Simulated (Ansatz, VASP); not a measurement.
Zr in VASP and in Ansatz

```xyz
2
Lattice="1.6157 -2.7984 0.0000 1.6157 2.7984 0.0000 0.0000 0.0000 5.1726" Properties=species:S:1:pos:R:3 pbc="T T T"
Zr    1.6157    0.9328    1.2932
Zr    1.6157   -0.9328    3.8795
```

Alike in both runs: functional PBE; k mesh 20 × 20 × 12; occupations gaussian, width 0.1 eV; no spin polarisation.

Ansatz relaxed the structure, and its values are those at the end. VASP's run is a single point on that final structure, the one shown.

|  | VASP | Ansatz |
| --- | --- | --- |
| version | VASP 6.6.1 | Ansatz 0.2.0 |
| potentials or method | VASP PAW PBE potentials, release 64 (Zr_sv), cutoff 520 eV | scalar-relativistic, plane waves, PAW |
| valence electrons in the cell | 24 | 24 |

```tsv
	VASP	Ansatz	Ansatz less VASP
gap on the k mesh at the Fermi level (eV)	none	none	-
pressure (GPa)	0.0	0.0	-0.01
```

A gap of «none» marks a metal or a gap that the smearing closes. The functional is the same, so the differences come from potentials, cutoffs and numerics.
